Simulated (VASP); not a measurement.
# Pt (I4/mmm) in VASP: a series of runs

Pt is run at these levels: LDA; tasks: single point.

Everything below comes from runs of VASP 6.6.1. Logs are shortened: lines on timing, memory, paths and dates and some standing lists are left out, and cuts for length are marked.

### Step 1. The cell of the first run

The structure is tetragonal, space group I4/mmm (No. 139). The conventional cell has a = 3.121 Å, b = 3.121 Å, c = 3.168 Å, α = 90.00°, β = 90.00°, γ = 90.00°. Within 3.6 Å of Pt (site symmetry 4/mmm) lie 14 Pt at 2.72 to 3.17 Å.

### Step 2. Single point, LDA (strain -0.015 along x and y, +0.000 along z)

INCAR reads:

```
ALGO = Fast ; EDIFF = 1E-7
ENCUT = 520 ; GGA = CA
ISIF = 2 ; ISMEAR = 0
LASPH = T ; LCHARG = T
LELF = T ; LREAL = F
LVHAR = T ; LWAVE = F
NBANDS = 11 ; NELM = 60
PREC = Accurate ; SIGMA = 0.15
```

KPOINTS reads:

```
k-points
0
Gamma
  22 22 22
```

POSCAR reads:

```
Pt
1.0
   -1.5604567000      1.5604567000      1.5842200000
    1.5604567000     -1.5604567000      1.5842200000
    1.5604567000      1.5604567000     -1.5842200000
Pt
1
Direct
    0.0000000000      0.0000000000      0.0000000000
```

Potentials or basis: VASP PAW LDA potentials, release 64 (Pt).

Started as:

```sh
$ cat potpaw_LDA.64/Pt/POTCAR > POTCAR
$ mpirun -np 1 vasp_std > vasp.out
```

OUTCAR:

```text
EDIFF = 1E-7
   ENCUT = 520
   GGA = CA
   ISIF = 2
   ISMEAR = 0
   LASPH = T
   LREAL = F
   NELM = 60
   PREC = Accurate

 ion  position               nearest neighbor table
   1  0.000  0.000  0.000-

  LATTYP: Found a body centered tetragonal cell.
 ALAT       =     3.1209134000
 C/A-ratio  =     1.0152284264

  Lattice vectors:

 A1 = (  -1.5604567000,   1.5604567000,   1.5842200000)
 A2 = (   1.5604567000,  -1.5604567000,   1.5842200000)
 A3 = (   1.5604567000,   1.5604567000,  -1.5842200000)

Analysis of symmetry for initial positions (statically):
=====================================================================
 Subroutine PRICEL returns:
 Original cell was already a primitive cell.

 Routine SETGRP: Setting up the symmetry group for a
 body centered tetragonal supercell.

 Subroutine GETGRP returns: Found 16 space group operations
 (whereof 16 operations were pure point group operations)
 out of a pool of 16 trial point group operations.

The static configuration has the point symmetry D_4h.

Analysis of symmetry for dynamics (positions and initial velocities):
=====================================================================
 Subroutine PRICEL returns:
 Original cell was already a primitive cell.

 Routine SETGRP: Setting up the symmetry group for a
 body centered tetragonal supercell.

 Subroutine GETGRP returns: Found 16 space group operations
 (whereof 16 operations were pure point group operations)
 out of a pool of 16 trial point group operations.

The dynamic configuration has the point symmetry D_4h.

 Subroutine INISYM returns: Found 16 space group operations
 (whereof 16 operations are pure point group operations),
 and found     1 'primitive' translations

----------------------------------------------------------------------------------------

                                     Primitive cell

  volume of cell :      15.4305

  direct lattice vectors                    reciprocal lattice vectors
    -1.560456700  1.560456700  1.584220000     0.000000000  0.320419016  0.315612731
     1.560456700 -1.560456700  1.584220000     0.320419016  0.000000000  0.315612731
     1.560456700  1.560456700 -1.584220000     0.320419016  0.320419016  0.000000000

  length of vectors
     2.716579326  2.716579326  2.716579326     0.449755202  0.449755202  0.453140918

  position of ions in fractional coordinates (direct lattice)
     0.000000000  0.000000000  0.000000000

  ion indices of the primitive-cell ions
   primitive index   ion index
                 1           1

----------------------------------------------------------------------------------------

 KPOINTS: k-points

Automatic generation of k-mesh.
 Grid dimensions read from file:
 generate k-points for:   22   22   22

 Generating k-lattice:

  Cartesian coordinates                     Fractional coordinates (reciprocal lattice)
     0.000000000  0.014564501  0.014346033     0.045454545  0.000000000  0.000000000
     0.014564501  0.000000000  0.014346033     0.000000000  0.045454545  0.000000000
     0.014564501  0.014564501  0.000000000     0.000000000  0.000000000  0.045454545

  Length of vectors
     0.020443418  0.020443418  0.020597314

  Shift w.r.t. Gamma in fractional coordinates (k-lattice)
     0.000000000  0.000000000  0.000000000

 Subroutine IBZKPT returns following result:
 ===========================================

 Found    834 irreducible k-points:

 Following reciprocal coordinates:
            Coordinates               Weight
  0.000000  0.000000  0.000000      1.000000
  0.045455 -0.000000  0.000000      8.000000
  0.090909 -0.000000  0.000000      8.000000
  0.136364 -0.000000  0.000000      8.000000
  0.181818 -0.000000  0.000000      8.000000
  0.227273  0.000000  0.000000      8.000000
[... 16 lines left out ...]
  0.500000  0.045455  0.000000     16.000000
 -0.454545  0.045455  0.000000     16.000000
 [... further k-points ...]
   k-points           NKPTS =    834   k-points in BZ     NKDIM =    834   number of bands    NBANDS=     11
   number of dos      NEDOS =    301   number of ions     NIONS =      1
   total plane-waves  NPLWV =   8000
   dimension x,y,z NGX =    20 NGY =   20 NGZ =   20
   dimension x,y,z NGXF=    40 NGYF=   40 NGZF=   40
   ions per type =               1
   NGX,Y,Z   is equivalent  to a cutoff of  12.24, 12.24, 12.24 a.u.
   NGXF,Y,Z  is equivalent  to a cutoff of  24.48, 24.48, 24.48 a.u.
 SYSTEM =  unknown system
   PREC   = accura    normal or accurate (medium, high low for compatibility)
   ISTART =      0    job   : 0-new  1-cont  2-samecut
   ICHARG =      2    charge: 1-file 2-atom 10-const
   ISPIN  =      1    spin polarized calculation?
   LNONCOLLINEAR =      F non collinear calculations
   LSORBIT =      F    spin-orbit coupling
   LASPH  =      T    aspherical Exc in radial PAW
   ENCUT  =  520.0 eV  38.22 Ry    6.18 a.u.   5.05  5.05  5.05*2*pi/ulx,y,z
   NELM   =     60;   NELMIN=  2; NELMDL= -5     # of ELM steps
   EDIFF  = 0.1E-06   stopping-criterion for ELM
   LREAL  =      F    real-space projection
   EDIFFG = 0.1E-05   stopping-criterion for IOM
   NSW    =      0    number of steps for IOM
   IBRION =     -1    ionic relax: 0-MD 1-quasi-New 2-CG
   NFREE  =      0    steps in history (QN), initial steepest desc. (CG)
   ISIF   =      2    stress and relaxation
   ISYM   =      2    0-nonsym 1-usesym 2-fastsym
   POTIM  = 0.5000    time-step for ionic-motion
   TEBEG  =    0.0;   TEEND  =   0.0 temperature during run
   PSTRESS=    0.0 pullay stress
   NELECT =      10.0000    total number of electrons
   NUPDOWN=      -1.0000    fix difference up-down
   EMIN   =  10.00;   EMAX   =-10.00  energy-range for DOS
   EFERMI =   0.00;   METHOD = LEGACY
   ISMEAR =     0;   SIGMA  =   0.15  broadening in eV -4-tet -1-fermi 0-gaus
   EFERMI_NEDOS =   21; number of points for ismear=-14 and -15
   IALGO  =     68    algorithm
   IMIX   =      4    mixing-type and parameters
     AMIX     =   0.40;   BMIX     =  1.00
     AMIX_MAG =   1.60;   BMIX_MAG =  1.00
  volume/ion in A,a.u.               =      15.43       104.13
  Fermi-wavevector in a.u.,A,eV,Ry     =   1.416713  2.677199 27.307920  2.007076
  Thomas-Fermi vector in A             =   2.538019
   LORBIT       =      0    0 simple, 1 ext, 2 COOP (PROOUT), +10 PAW based schemes
   GGA     = CA    functional components
   LHFCALC =     F    Hartree Fock is set to
   AEXX    =    0.0000 exact exchange contribution
   IVDW    =     0    specifies the selected vdW correction
   LEPSILON=     F    determine dielectric tensor
   LRPA    =     F    only Hartree local field effects (RPA)
 non-spin polarized calculation
 RMM-DIIS sequential band-by-band and
 Gauss-broadening in eV      SIGMA  =   0.15
  energy-cutoff  :      520.00
  volume of cell :       15.43
 maximum number of plane-waves:       430
   NGX = 11   NGY = 11   NGZ = 11

 number of electron      10.0000000 magnetization

 number of electron       9.9999997 magnetization

 Free energy of the ion-electron system (eV)
  ---------------------------------------------------
  ext. energy  EPLUGINS =         0.00000000
  ---------------------------------------------------
  free energy    TOTEN  =        -7.38138176 eV

  energy without entropy =       -7.36869135  energy(sigma->0) =       -7.37503656

 E-fermi :  10.4615     XC(G=0): -13.5501

 val. band max:       10.4593781603   @ k =  -0.3182  -0.3636   0.2273
 cond. band min:      10.4645308820   @ k =  -0.2273  -0.3636   0.1364
 fundamental gap:      0.0051527216
 Fermi energy:        10.4615299454

 k-point     1 :       0.0000    0.0000    0.0000
  band No.  band energies     occupation
      1       0.7167      2.00000
      2       6.8058      2.00000
      3       6.8058      2.00000
      4       6.9375      2.00000
      5       9.3848      2.00000
      6       9.5568      2.00000
      7      27.3538      0.00000
      8      27.6438      0.00000
      9      27.6438      0.00000
     10      37.8431      0.00000
     11      38.0264      0.00000

 k-point     2 :       0.0455   -0.0000    0.0000
  band No.  band energies     occupation
      1       0.8029      2.00000
      2       6.8067      2.00000
      3       6.8068      2.00000
      4       6.9720      2.00000
      5       9.3494      2.00000
      6       9.5466      2.00000
      7      27.4254      0.00000
      8      27.7029      0.00000
      9      27.7717      0.00000
     10      36.2349      0.00000
     11      36.9132      0.00000

 k-point     3 :       0.0909   -0.0000    0.0000
  band No.  band energies     occupation
      1       1.0565      2.00000
      2       6.7306      2.00000
      3       6.8064      2.00000
      4       7.1568      2.00000
      5       9.2439      2.00000
      6       9.5349      2.00000
      7      27.5808      0.00000
      8      27.8328      0.00000
      9      28.1494      0.00000
     10      34.7589      0.00000
     11      35.3811      0.00000

 k-point     4 :       0.1364   -0.0000    0.0000
  band No.  band energies     occupation
      1       1.4616      2.00000
      2       6.5852      2.00000
      3       6.7978      2.00000
      4       7.4891      2.00000
      5       9.1057      2.00000
      6       9.5358      2.00000
      7      27.6623      0.00000
      8      27.8217      0.00000
      9      28.7597      0.00000
     10      33.6705      0.00000
     11      33.9886      0.00000
[... 239 lines left out ...]
 k-point    22 :       0.4545    0.0455    0.0000
  band No.  band energies     occupation
      1       3.7208      2.00000
      2       5.4405      2.00000
      3       9.1932      2.00000
      4       9.5179      2.00000
      5      10.4543      1.05469
      6      11.9319      0.00000
      7      17.0451      0.00000
      8      23.8543      0.00000
      9      26.4381      0.00000
     10      34.4134      0.00000
     11      35.7727      0.00000

 k-point    23 :       0.5000    0.0455    0.0000
  band No.  band energies     occupation
      1       3.7206      2.00000
      2       5.4399      2.00000
      3       9.1580      2.00000
      4       9.5685      2.00000
      5      10.4488      1.09530
      6      11.9310      0.00000
      7      17.0358      0.00000
      8      23.8519      0.00000
      9      26.4407      0.00000
     10      34.3872      0.00000
     11      35.8365      0.00000

 k-point    24 :      -0.4545    0.0455    0.0000
  band No.  band energies     occupation
      1       3.7344      2.00000
      2       5.4898      2.00000
      3       8.9454      2.00000
      4       9.5052      2.00000
      5      10.0623      1.99983
      6      11.5405      0.00000
      7      18.0186      0.00000
      8      24.0673      0.00000
      9      26.9160      0.00000
     10      34.5071      0.00000
     11      35.3630      0.00000

 [... further k-points ...]

------------------------ aborting loop because EDIFF is reached ----------------------------------------

  FORCE on cell =-STRESS in cart. coord.  units (eV):
  Direction    XX          YY          ZZ          XY          YZ          ZX
  --------------------------------------------------------------------------------------
  -------------------------------------------------------------------------------------
  Total       -0.8580452     -0.8580452     -0.7040927      0.0000000      0.0000000      0.0000000
  in kB      -89.0926414    -89.0926414    -73.1074246      0.0000000      0.0000000      0.0000000
  external PRESSURE =     -83.7642358 kB  Pullay stress =       0.0000000 kB

 VOLUME and BASIS-vectors are now :
 -----------------------------------------------------------------------------
  energy-cutoff  :      520.00
  volume of cell :       15.43
      direct lattice vectors                 reciprocal lattice vectors
    -1.560456700  1.560456700  1.584220000     0.000000000  0.320419016  0.315612731
     1.560456700 -1.560456700  1.584220000     0.320419016  0.000000000  0.315612731
     1.560456700  1.560456700 -1.584220000     0.320419016  0.320419016  0.000000000

 POSITION                                       TOTAL-FORCE (eV/Angst)
 -----------------------------------------------------------------------------------
      0.00000      0.00000      0.00000         0.000000      0.000000      0.000000
 -----------------------------------------------------------------------------------
    total drift:                               -0.000000     -0.000000      0.000000

  FREE ENERGIE OF THE ION-ELECTRON SYSTEM (eV)
  ---------------------------------------------------
  free  energy   TOTEN  =        -7.3813817644 eV

  energy  without entropy=       -7.3686913550  energy(sigma->0) =       -7.37503656
```

Run time: 3 min. Hardware: 1 thread of Intel Xeon 8259CL, shared host; peak memory 0.24 GiB.

Results:

```
Free energy            : -7.3814 eV
Pressure               : -8.4 GPa
Band gap on the k mesh : zero (bands 5 and 6 overlap by 2.21 eV)
```

Stress tensor (GPa, compression positive):
```
-8.91  0.00  0.00
 0.00 -8.91  0.00
 0.00  0.00 -7.31
```

Caveat: the cell differs from its parent crystal (strain -0.015 along x and y, +0.000 along z); the cell stands under tension; spin-orbit coupling is left out, which moves the levels of the heavy elements.

### Step 3. Single point, LDA (strain +0.000 along x and y, -0.015 along z)

INCAR reads:

```
PREC     = Accurate       # precision mode
ENCUT    = 520            # plane-wave cutoff, eV
EDIFF    = 1E-6           # SCF threshold, eV
ISMEAR   = 0              # smearing method
SIGMA    = 0.15           # smearing width, eV
LREAL    = False          # projectors in reciprocal space
LASPH    = True           # aspherical terms in the spheres
NELM     = 100            # most SCF steps
ALGO     = Fast           # electronic algorithm
ISIF     = 2              # what is computed and relaxed
LWAVE    = False          # write WAVECAR
LCHARG   = False          # write CHGCAR
GGA      = CA             # functional
NBANDS   = 11             # bands
```

KPOINTS reads:

```
regular mesh
0
Gamma
  22 22 22
```

POSCAR reads:

```
Pt
1.0
   -1.5842200000      1.5842200000      1.5604567000
    1.5842200000     -1.5842200000      1.5604567000
    1.5842200000      1.5842200000     -1.5604567000
Pt
1
Direct
    0.0000000000      0.0000000000      0.0000000000
```

Potentials or basis: VASP PAW LDA potentials, release 64 (Pt).

Started as:

```sh
$ cat potpaw_LDA.64/Pt/POTCAR > POTCAR
$ mpirun -np 1 vasp_std > vasp.out
```

Wall time 2.8 min (1 thread of Intel Xeon 8259CL, shared host); peak memory 0.25 GiB.

Results (log left out):

- Free energy: -7.3666 eV
- Pressure: -12.0 GPa
- Band gap on the k mesh: zero (bands 5 and 6 overlap by 2.12 eV)

Stress tensor (GPa, compression positive):
```
-11.45   0.00   0.00
  0.00 -11.45   0.00
  0.00   0.00 -13.07
```

Levels at points of the mesh, in eV from the Fermi level:
| k point | band 2 | band 3 | band 4 | band 5 | band 6 | band 7 | band 8 | band 9 |
| --- | --- | --- | --- | --- | --- | --- | --- | --- |
| (0.00, 0.00, 0.00) | -3.62 | -3.49 | -3.49 | -1.05 | -0.88 | 16.99 | 16.99 | 17.29 |
| (0.50, 0.00, 0.00) | -5.02 | -1.11 | -0.60 | 0.29 | 1.09 | 6.42 | 13.21 | 15.74 |
| (0.50, 0.50, 0.00) | -4.88 | -1.27 | -0.68 | 0.19 | 1.07 | 6.29 | 13.38 | 16.11 |
| (0.50, 0.50, 0.50) | -6.13 | 0.54 | 0.54 | 0.58 | 7.52 | 7.52 | 7.97 | 12.87 |

Caveat: the cell differs from its parent crystal (strain +0.000 along x and y, -0.015 along z); the cell stands under tension; spin-orbit coupling is left out, which moves the levels of the heavy elements.

### Step 4. Single point, LDA (strain -0.015 along x and y, +0.015 along z)

INCAR reads:

```
PREC = Accurate
ENCUT = 520
EDIFF = 1E-6
ISMEAR = 0
SIGMA = 0.15
LREAL = False
LASPH = True
NELM = 60
ALGO = Fast
ISIF = 2
LWAVE = False
LCHARG = False
GGA = CA
NBANDS = 11
```

KPOINTS is that of step 3.

POSCAR reads:

```
Pt
1.0
   -1.5604567000      1.5604567000      1.6079833000
    1.5604567000     -1.5604567000      1.6079833000
    1.5604567000      1.5604567000     -1.6079833000
Pt
1
Direct
    0.0000000000      0.0000000000      0.0000000000
```

Started as:

```sh
$ cat potpaw_LDA.64/Pt/POTCAR > POTCAR
$ mpirun -np 1 vasp_std > vasp.out
```

It took 2.7 min on 1 thread of Intel Xeon 8259CL, shared host; peak memory 0.24 GiB.

The run converged. Its results:

| Property | Result |
| --- | --- |
| Free energy | -7.3690 eV |
| Pressure | -12.0 GPa |
| Band gap on the k mesh | zero (bands 5 and 6 overlap by 2.15 eV) |

Stress tensor (GPa, compression positive):
```
-12.94   0.00   0.00
  0.00 -12.94   0.00
  0.00   0.00 -10.08
```

Levels at points of the mesh, in eV from the Fermi level:
| k point | band 1 | band 2 | band 3 | band 4 | band 5 | band 6 | band 7 | band 8 | band 9 | band 10 |
| --- | --- | --- | --- | --- | --- | --- | --- | --- | --- | --- |
| (0.00, 0.00, 0.00) | -9.60 | -3.61 | -3.61 | -3.36 | -1.14 | -0.82 | 16.72 | 17.28 | 17.28 | 26.71 |
| (0.50, 0.00, 0.00) | -6.67 | -4.88 | -1.31 | -0.64 | 0.19 | 1.06 | 6.29 | 13.38 | 16.11 | 23.70 |
| (0.50, 0.50, 0.00) | -6.63 | -5.16 | -0.94 | -0.54 | 0.38 | 1.12 | 6.55 | 13.04 | 15.39 | 24.44 |
| (0.50, 0.50, 0.50) | -6.15 | -6.13 | 0.49 | 0.58 | 0.58 | 7.07 | 7.97 | 7.97 | 12.84 | 18.96 |

Caveat: the cell differs from its parent crystal (strain -0.015 along x and y, +0.015 along z); the cell stands under tension; spin-orbit coupling is left out, which moves the levels of the heavy elements.

(Part 1 of 2 ends here.)
